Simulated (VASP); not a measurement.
# C (Cmmm) in VASP: a series of runs

Runs on C. Level: PBEsol+D3(BJ). Tasks: single point.

All numbers are computed with VASP 6.6.1; they aren't measurements. Logs are shortened: lines on timing, memory, paths and dates and some standing lists are left out, and cuts for length are marked.

### Step 1. The cell of the first run

The structure is orthorhombic, space group Cmmm (No. 65). The conventional cell has a = 2.458 Å, b = 4.257 Å, c = 3.529 Å, α = 90.00°, β = 90.00°, γ = 90.00°. Within 1.9 Å of C (site symmetry m2m) lie 3 C at 1.40 to 1.46 Å.

### Step 2. Single point, PBEsol+D3(BJ) (atoms displaced along a vibrational mode)

Input file INCAR:

```
PREC     = Accurate       # precision mode
ENCUT    = 520            # plane-wave cutoff, eV
EDIFF    = 1E-6           # SCF threshold, eV
ISMEAR   = 0              # smearing method
SIGMA    = 0.15           # smearing width, eV
LREAL    = False          # projectors in reciprocal space
LASPH    = True           # aspherical terms in the spheres
NELM     = 60             # most SCF steps
ALGO     = Normal         # electronic algorithm
ISIF     = 2              # what is computed and relaxed
LWAVE    = False          # write WAVECAR
LCHARG   = False          # write CHGCAR
GGA      = PS             # functional
IVDW     = 12             # dispersion correction
NBANDS   = 11             # bands
```

Input file KPOINTS:

```
regular mesh
0
Gamma
  21 21 12
```

Input file POSCAR:

```
C
1.0
    2.4576582469      0.0000000000      0.0000000000
   -1.2288291235      2.1283944757      0.0000000000
    0.0000000000      0.0000000000      3.5294822413
C
2
Direct
    0.3286349562      0.6572699123      0.0000000000
    0.6713650438      0.3427300877      0.0000000000
```

Potentials or basis: VASP PAW PBE potentials, release 64 (C).

Started as:

```sh
$ cat potpaw_PBE.64/C/POTCAR > POTCAR
$ mpirun -np 1 vasp_std > vasp.out
```

OUTCAR:

```text
PREC = Accurate
   ENCUT = 520
   EDIFF = 1E-6
   ISMEAR = 0
   LREAL = False
   LASPH = True
   NELM = 60
   ISIF = 2
   GGA = PS
   IVDW = 12
 IVDW          = 12

 ion  position               nearest neighbor table
   1  0.329  0.657  0.000-   2 1.40   2 1.40   2 1.46
   2  0.671  0.343  0.000-   1 1.40   1 1.40   1 1.46

  LATTYP: Found a hexagonal cell.
 ALAT       =     2.4576582469
 C/A-ratio  =     1.4361159635

  Lattice vectors:

 A1 = (   2.4576582469,   0.0000000000,   0.0000000000)
 A2 = (  -1.2288291235,   2.1283944757,   0.0000000000)
 A3 = (   0.0000000000,   0.0000000000,   3.5294822413)

Analysis of symmetry for initial positions (statically):
=====================================================================
 Subroutine PRICEL returns:
 Original cell was already a primitive cell.

 Routine SETGRP: Setting up the symmetry group for a
 hexagonal supercell.

 Subroutine GETGRP returns: Found  8 space group operations
 (whereof  8 operations were pure point group operations)
 out of a pool of 24 trial point group operations.

The static configuration has the point symmetry D_2h.

Analysis of symmetry for dynamics (positions and initial velocities):
=====================================================================
 Subroutine PRICEL returns:
 Original cell was already a primitive cell.

 Routine SETGRP: Setting up the symmetry group for a
 hexagonal supercell.

 Subroutine GETGRP returns: Found  8 space group operations
 (whereof  8 operations were pure point group operations)
 out of a pool of 24 trial point group operations.

The dynamic configuration has the point symmetry D_2h.

 Subroutine INISYM returns: Found  8 space group operations
 (whereof  8 operations are pure point group operations),
 and found     1 'primitive' translations

----------------------------------------------------------------------------------------

                                     Primitive cell

  volume of cell :      18.4622

  direct lattice vectors                    reciprocal lattice vectors
     2.457658247  0.000000000  0.000000000     0.406891398  0.234918858  0.000000000
    -1.228829123  2.128394476  0.000000000     0.000000000  0.469837716  0.000000000
     0.000000000  0.000000000  3.529482241     0.000000000  0.000000000  0.283327676

  length of vectors
     2.457658247  2.457658247  3.529482241     0.469837716  0.469837716  0.283327676

  position of ions in fractional coordinates (direct lattice)
     0.328634956  0.657269912  0.000000000
[... 87 lines left out ...]
   TEBEG  =    0.0;   TEEND  =   0.0 temperature during run
   PSTRESS=    0.0 pullay stress
   NELECT =       8.0000    total number of electrons
   NUPDOWN=      -1.0000    fix difference up-down
   EMIN   =  10.00;   EMAX   =-10.00  energy-range for DOS
   EFERMI =   0.00;   METHOD = LEGACY
   ISMEAR =     0;   SIGMA  =   0.15  broadening in eV -4-tet -1-fermi 0-gaus
   EFERMI_NEDOS =   21; number of points for ismear=-14 and -15
   IALGO  =     38    algorithm
   IMIX   =      4    mixing-type and parameters
     AMIX     =   0.40;   BMIX     =  1.00
     AMIX_MAG =   1.60;   BMIX_MAG =  1.00
  volume/ion in A,a.u.               =       9.23        62.29
  Fermi-wavevector in a.u.,A,eV,Ry     =   1.238825  2.341040 20.880689  1.534687
  Thomas-Fermi vector in A             =   2.373334
   LORBIT       =      0    0 simple, 1 ext, 2 COOP (PROOUT), +10 PAW based schemes
   GGA     = PS    functional components
   LHFCALC =     F    Hartree Fock is set to
   AEXX    =    0.0000 exact exchange contribution
   IVDW    =    12    specifies the selected vdW correction
   LEPSILON=     F    determine dielectric tensor
   LRPA    =     F    only Hartree local field effects (RPA)
 non-spin polarized calculation
 Gauss-broadening in eV      SIGMA  =   0.15
  energy-cutoff  :      520.00
  volume of cell :       18.46
 maximum number of plane-waves:       510
   NGX =  9   NGY =  9   NGZ = 13

 number of electron       8.0000000 magnetization

 Free energy of the ion-electron system (eV)
  ---------------------------------------------------
  ext. energy  EPLUGINS =         0.00000000
  ---------------------------------------------------
  free energy    TOTEN  =       -19.23194088 eV

  energy without entropy =      -19.23150251  energy(sigma->0) =      -19.23172170

 E-fermi :   4.2352     XC(G=0): -10.1925

 val. band max:        4.2201459300   @ k =   0.3333   0.3333   0.1667
 cond. band min:       4.2359465217   @ k =   0.3333   0.3333   0.3333
 fundamental gap:      0.0158005916
 Fermi energy:         4.2352008635

 k-point     1 :       0.0000    0.0000    0.0000
  band No.  band energies     occupation
      1     -15.4162      2.00000
      2      -2.6631      2.00000
      3       0.6460      2.00000
      4       1.8655      2.00000
      5       7.8961      0.00000
      6      11.7834      0.00000
      7      13.3617      0.00000
      8      15.9820      0.00000
      9      16.9550      0.00000
     10      26.2349      0.00000
     11      28.1220      0.00000
[... 309 lines left out ...]
 k-point    24 :       0.0952    0.0476    0.0000
  band No.  band energies     occupation
      1     -15.0367      2.00000
      2      -2.2258      2.00000
      3      -0.3938      2.00000
      4       0.7403      2.00000
      5       8.3631      0.00000
      6      12.3595      0.00000
      7      14.3968      0.00000
      8      14.7923      0.00000
      9      17.6386      0.00000
     10      27.2332      0.00000
     11      27.2452      0.00000

 [... further k-points ...]

------------------------ aborting loop because EDIFF is reached ----------------------------------------

 Edisp (eV)   -0.20925

 E8    (eV) :    -0.1017

  FORCE on cell =-STRESS in cart. coord.  units (eV):
  Direction    XX          YY          ZZ          XY          YZ          ZX
  --------------------------------------------------------------------------------------
  -------------------------------------------------------------------------------------
  Total       0.74646    -0.26329    -0.01460     0.00000     0.00000     0.00000
  in kB      64.77886   -22.84871    -1.26682     0.00000     0.00000     0.00000
  external pressure =       13.55 kB  Pullay stress =        0.00 kB

 VOLUME and BASIS-vectors are now :
 -----------------------------------------------------------------------------
  energy-cutoff  :      520.00
  volume of cell :       18.46
      direct lattice vectors                 reciprocal lattice vectors
     2.457658247  0.000000000  0.000000000     0.406891398  0.234918858  0.000000000
    -1.228829123  2.128394476  0.000000000     0.000000000  0.469837716  0.000000000
     0.000000000  0.000000000  3.529482241     0.000000000  0.000000000  0.283327676

 POSITION                                       TOTAL-FORCE (eV/Angst)
 -----------------------------------------------------------------------------------
      0.00000      1.39893      0.00000        -0.000000      2.109242      0.000000
      1.22883      0.72946      0.00000         0.000000     -2.109242      0.000000
 -----------------------------------------------------------------------------------
    total drift:                               -0.000000      0.000000     -0.000000

  FREE ENERGIE OF THE ION-ELECTRON SYSTEM (eV)
  ---------------------------------------------------
  free  energy   TOTEN  =       -19.4411922149 eV

  energy  without entropy=      -19.4407538500  energy(sigma->0) =      -19.44097303
```

OSZICAR:

```text
N       E                     dE             d eps       ncg     rms          rms(c)
DAV:   1     0.475048004180E+01    0.47505E+01   -0.43893E+03 19034   0.656E+02
DAV:   2    -0.198720319901E+02   -0.24623E+02   -0.23344E+02 24829   0.130E+02
DAV:   3    -0.204607768569E+02   -0.58874E+00   -0.58749E+00 23706   0.167E+01
DAV:   4    -0.204629314744E+02   -0.21546E-02   -0.21544E-02 21614   0.124E+00
DAV:   5    -0.204629401705E+02   -0.86961E-05   -0.86960E-05 23507   0.722E-02    0.646E+00
DAV:   6    -0.195284797257E+02    0.93446E+00   -0.73885E-01 21242   0.513E+00    0.372E+00
DAV:   7    -0.192289285657E+02    0.29955E+00   -0.85484E-01 21724   0.555E+00    0.982E-01
DAV:   8    -0.192322994606E+02   -0.33709E-02   -0.24580E-02 20467   0.100E+00    0.151E-01
DAV:   9    -0.192318556340E+02    0.44383E-03   -0.84686E-04 21916   0.180E-01    0.653E-02
DAV:  10    -0.192319376948E+02   -0.82061E-04   -0.19571E-04 20554   0.920E-02    0.302E-02
DAV:  11    -0.192319402193E+02   -0.25245E-05   -0.91714E-06 22179   0.176E-02    0.613E-03
DAV:  12    -0.192319408776E+02   -0.65828E-06   -0.75284E-07 20474   0.562E-03
   1 F= -.19441192E+02 E0= -.19440973E+02  d E =-.438365E-03
```

stdout:

```text
POSCAR found type information on POSCAR C
 POSCAR found :  1 types and       2 ions
 scaLAPACK will be used
 -----------------------------------------------------------------------------
|                                                                             |
|                                                                             |
|     You enforced a specific xc type in the INCAR file but a different       |
|     I HOPE YOU KNOW WHAT YOU ARE DOING!                                     |
|                                                                             |
 -----------------------------------------------------------------------------

 LDA part: xc-table for (Slater+PW92), standard interpolation
 POSCAR, INCAR and KPOINTS ok, starting setup
 FFT: planning ... GRIDC
 FFT: planning ... GRID_SOFT
 FFT: planning ... GRID
 WAVECAR not read
 entering main loop
```

Run time: 4.1 min. Hardware: 1 thread of Intel Xeon 8259CL, shared host; peak memory 0.25 GiB.

What came out:

- Free energy: -19.4412 eV
- Pressure: 1.4 GPa
- Largest force: 2.109 eV/Å
- Band gap on the k mesh: zero (bands 4 and 5 overlap by 0.49 eV)
- Dispersion energy per atom: -0.105 eV

Forces in eV/Å, atoms in the order of the input:
```
C    0.000  2.109  0.000
C    0.000 -2.109  0.000
```

Levels at points of the mesh, in eV from the Fermi level:
```csv
k point,band 1,band 2,band 3,band 4,band 5,band 6,band 7,band 8,band 9
"(0.00, 0.00, 0.00)",-19.65,-6.90,-3.59,-2.37,3.66,7.55,9.13,11.75,12.72
"(0.00, 0.00, 0.50)",-19.44,-8.45,-3.57,-2.35,7.61,9.19,9.20,11.46,13.01
```

Caveat: the cell differs from its parent crystal (atoms displaced along a vibrational mode); the stress differs along the axes, from -2 to 6 GPa; the PAW data sets were made with another functional, which shifts forces and pressure a little.

### Step 3. Single point, PBEsol+D3(BJ) (atoms displaced along a vibrational mode)

Input file INCAR:

```
SYSTEM = C
ALGO = Normal ; EDIFF = 1E-6
ENCUT = 520 ; GGA = PS
ISIF = 2 ; ISMEAR = 0
IVDW = 12 ; LASPH = .TRUE.
LCHARG = .FALSE. ; LREAL = .FALSE.
LWAVE = .FALSE. ; NBANDS = 11
NELM = 60 ; PREC = Accurate
SIGMA = 0.15
```

Input file KPOINTS:

```
k-points
0
G
  21 21 12
  0 0 0
```

Input file POSCAR:

```
C
1.0
    2.4576582469      0.0000000000      0.0000000000
   -1.2288291235      2.1283944757      0.0000000000
    0.0000000000      0.0000000000      3.5294822413
C
2
Direct
    0.3474284648      0.6948569296      0.0000000000
    0.6525715352      0.3051430704      0.0000000000
```

Potentials or basis: VASP PAW PBE potentials, release 64 (C).

Started as:

```sh
$ cat potpaw_PBE.64/C/POTCAR > POTCAR
$ mpirun -np 1 vasp_std > vasp.out
```

Run time: 4 min. Hardware: 1 thread of Intel Xeon 8259CL, shared host; peak memory 0.25 GiB.

It converged, with:

```yaml
Free_energy: -19.0474 eV
Pressure: 7.9 GPa
Largest_force: 7.621 eV/Å
Band_gap_on_the_k_mesh: zero (bands 4 and 5 overlap by 0.91 eV)
Dispersion_energy_per_atom: -0.105 eV
```

Forces on the atoms (eV/Å):
```
C    0.000 -7.621  0.000
C    0.000  7.621  0.000
```

Stress tensor (GPa, compression positive):
```
-4.19  0.00  0.00
 0.00 28.08  0.00
 0.00  0.00 -0.33
```

Levels at points of the mesh, in eV from the Fermi level:
```csv
k point,band 1,band 2,band 3,band 4,band 5,band 6,band 7,band 8,band 9
"(0.00, 0.00, 0.00)",-19.44,-6.71,-4.43,-0.89,3.90,6.27,10.54,12.10,13.32
"(0.00, 0.00, 0.50)",-19.23,-8.25,-4.40,-0.86,6.32,9.35,10.65,11.81,13.59
```

Caveat: the cell differs from its parent crystal (atoms displaced along a vibrational mode); the stress differs along the axes, from -4 to 28 GPa; the PAW data sets were made with another functional, which shifts forces and pressure a little.

The gap in the log of VASP goes by the Fermi energy; the results here count the filled bands.